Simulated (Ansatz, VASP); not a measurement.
## AlN: VASP beside Ansatz

File POSCAR:

```
AlN
1.0
    0.1071741231      2.2250745950      2.1675300370
    2.0685014751      0.1181545781      2.1565495820
    2.2527133883      2.3983060532     -0.0660573351
Al N
1 1
Direct
   -0.0015515374      0.0040312659     -0.0016331834
    0.7515515374      0.7459687341      0.7516331834
```

Contents of INCAR.step1:

```
  ALGO = Normal
  EDIFF = 1E-4
  ENCUT = 600
  GGA = PE
  ISMEAR = 0
  LASPH = True
  LCHARG = False
  LREAL = False
  LWAVE = True
  NELM = 100
  PREC = Accurate
  SIGMA = 0.05
```

File INCAR.step2:

```
  ALGO = Normal
  EDIFF = 1E-7
  EDIFFG = -0.01
  ENCUT = 600
  IBRION = 2
  ISIF = 3
  ISMEAR = 0
  ISTART = 1
  LASPH = True
  LCHARG = False
  LMIXTAU = True
  LREAL = False
  LWAVE = False
  METAGGA = R2SCAN
  NELM = 100
  NSW = 100
  PREC = Accurate
  SIGMA = 0.05
```

File KPOINTS:

```
k-points
0
Gamma
  8 8 8
```

Input for Ansatz:

```yaml
crystal:
  lattice:
    - [0.1071741231, 2.225074595, 2.167530037]
    - [2.0685014751, 0.1181545781, 2.156549582]
    - [2.2527133883, 2.3983060532, -0.0660573351]
  atoms:
    - { symbol: Al, position: [-0.0015515374, 0.0040312659, -0.0016331834] }
    - { symbol: "N", position: [0.7515515374, 0.7459687341, 0.7516331834] }
basis:
  ecutwfc: 500
kpoints:
  mp_grid: { grid: [8, 8, 8] }
hamiltonian:
  xc: r2scan
scf:
  occupations: { method: gaussian, width: 0.05 }
output:
  forces: true
  stress: true
  eigenvalues: true
relax:
  adjacent_minimum: "off"
  f_tol: 0.01
  max_steps: 80
  cell: { stress_tol: 0.1 }
```

Change from the starting cell: cell sheared at random, sigma 0.06, atoms nudged by 0.01 Å; relaxed back.

Alike in both runs: task relaxation of cell and atoms; functional r2SCAN; k mesh 8 × 8 × 8; occupations gaussian, width 0.05 eV; no spin polarisation.

|  | VASP | Ansatz |
| --- | --- | --- |
| version | VASP 6.6.1 | Ansatz 0.2.0 |
| potentials or method | VASP PAW PBE potentials, release 64 (Al, N), cutoff 600 eV | scalar-relativistic, plane waves, PAW |
| valence electrons in the cell | 8 | 8 |

```csv
,VASP,Ansatz,Ansatz less VASP
"gap on the k mesh at the Fermi level, each at its own relaxed structure (eV)",3.93,3.94,+0.009
relaxed volume (Å³/atom),10.41,10.43,+0.019
relaxed length of the cell vector where the two differ most in proportion (Å),3.087,3.090,+0.0027
```

VASP's potentials were made for PBE, not for r2SCAN.
